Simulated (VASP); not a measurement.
A run of VASP 6.6.1 is set up as follows.

Contents of INCAR:

```
PREC = Accurate
ENCUT = 700
EDIFF = 1E-6
ISMEAR = 0
SIGMA = 0.1
LREAL = F
LASPH = T
NELM = 120
ALGO = Normal
ISIF = 2
LWAVE = F
LCHARG = F
GGA = PE
NBANDS = 58
GGA_COMPAT = F
```

Contents of KPOINTS:

```
Automatic mesh
0
Gamma
  12 12 4
```

The input POSCAR:

```
ZnCd3O4
1.0
    3.3252979835      0.0000000000      0.0000000000
    0.0000000000      3.3252979835      0.0000000000
    0.0000000000      0.0000000000      9.2687761606
Zn Cd O
1 3 4
Direct
    0.0000000000      0.0000000000      0.0000000000
    0.5000000000      0.5000000000      0.2415342583
    0.0000000000      0.0000000000      0.5000000000
    0.5000000000      0.5000000000      0.7584657417
    0.0000000000      0.0000000000      0.2318757178
    0.5000000000      0.5000000000      0.5000000000
    0.0000000000      0.0000000000      0.7681242822
    0.5000000000      0.5000000000      0.0000000000
```

Potentials or basis: VASP PAW PBE potentials, release 64 (Zn, Cd_sv_GW, O).

Launch:

```console
$ cat potpaw_PBE.64/Zn/POTCAR potpaw_PBE.64/Cd_sv_GW/POTCAR potpaw_PBE.64/O/POTCAR > POTCAR
$ mpirun -np 1 vasp_std > vasp.out
```

Question: Estimate the pressure.

Answer: 0.0 GPa.

Question: Predict the largest force.

Answer: 0.030 eV/Å.

Stress tensor (GPa, compression positive):
```
-0.08  0.00  0.00
 0.00 -0.08  0.00
 0.00  0.00  0.05
```
